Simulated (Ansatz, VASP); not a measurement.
## Ti3Al: VASP beside Ansatz

```
Ti Al
1.0
     3.01497    0.00000    0.00000
    -1.50748    2.61104    0.00000
     0.00000    0.00000    8.42834
Ti Al
3 1
Direct
  0.66667 0.33333 0.00000
  0.33333 0.66667 0.75117
  0.33333 0.66667 0.24883
  0.66667 0.33333 0.50000
```

Alike in both runs: task single point; functional PBEsol; k mesh 18 × 18 × 6; occupations gaussian, width 0.15 eV; no spin polarisation.

|  | VASP | Ansatz |
| --- | --- | --- |
| version | VASP 6.6.1 | Ansatz 0.2.0 |
| potentials or method | VASP PAW PBE potentials, release 64 (Ti_sv, Al), cutoff 520 eV | scalar-relativistic, plane waves, PAW |
| valence electrons in the cell | 39 | 39 |

```csv
,VASP,Ansatz,Ansatz less VASP
gap on the k mesh at the Fermi level (eV),none,none,-
pressure (GPa),1.4,1.5,+0.10
"traceless stress, the component that is largest in VASP (GPa)",11.87,11.88,+0.004
rms of the force components (eV/Å),0.036,0.030,-0.0056
```

VASP's potentials were made for PBE, not for PBEsol, and Ansatz warns of the same on its side. Atom by atom the forces differ by 0.006 eV/Å (rms over components). A gap of «none» marks a metal or a gap that the smearing closes. The functional is the same, so the differences come from potentials, cutoffs and numerics.
